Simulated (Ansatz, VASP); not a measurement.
## Two plane-wave programs on BP

The input INCAR:

```
PREC = Accurate
ENCUT = 600
EDIFF = 1E-7
ISMEAR = 0
SIGMA = 0.1
LREAL = F
LASPH = T
NELM = 80
ALGO = Normal
ISIF = 3
LWAVE = F
LCHARG = F
GGA = PE
IBRION = 2
NSW = 100
EDIFFG = -0.01
```

KPOINTS

```
Automatic mesh
0
Gamma
  20 20 20
```

Contents of POSCAR:

```
BP
1.0
    2.7316079782      0.0000000000      0.0000000000
    0.0000000000      2.7316079782      0.0000000000
    0.0000000000      0.0000000000      2.7316079782
B P
1 1
Direct
    0.0000000000      0.0000000000      0.0000000000
    0.5000000000      0.5000000000      0.5000000000
```

Input for Ansatz:

```yaml
crystal:
  lattice:
    - [2.7316079782, 0.0, 0.0]
    - [0.0, 2.7316079782, 0.0]
    - [0.0, 0.0, 2.7316079782]
  atoms:
    - { symbol: B, position: [0.0, 0.0, 0.0] }
    - { symbol: P, position: [0.5, 0.5, 0.5] }
basis:
  ecutwfc: 420
kpoints:
  mp_grid: { grid: [20, 20, 20] }
hamiltonian:
  xc: pbe
scf:
  occupations: { method: gaussian, width: 0.1 }
output:
  forces: true
  stress: true
  eigenvalues: true
relax:
  adjacent_minimum: "off"
  f_tol: 0.01
  max_steps: 80
  cell: { stress_tol: 0.05 }
```

Change from the starting cell: species swapped into the BePd type (Pm-3m, No. 221).

Alike in both runs: task relaxation of cell and atoms; functional PBE; k mesh 20 × 20 × 20; occupations gaussian, width 0.1 eV; no spin polarisation.

```csv
,VASP,Ansatz
version,VASP 6.6.1,Ansatz 0.2.0
potentials or method,"VASP PAW PBE potentials, release 64 (B, P), cutoff 600 eV","scalar-relativistic, plane waves, PAW"
valence electrons in the cell,8,8
```

```tsv
	VASP	Ansatz	Ansatz less VASP
gap on the k mesh at the Fermi level, each at its own relaxed structure (eV)	none	none	-
relaxed volume (Å³/atom)	10.00	10.02	+0.018
relaxed cell length with the largest relative difference (Å)	2.715	2.716	+0.0017
```

A gap of «none» marks a metal or a gap that the smearing closes.

Noted on VASP's run: too few bands were computed for a metal, which touches its energy and stress.
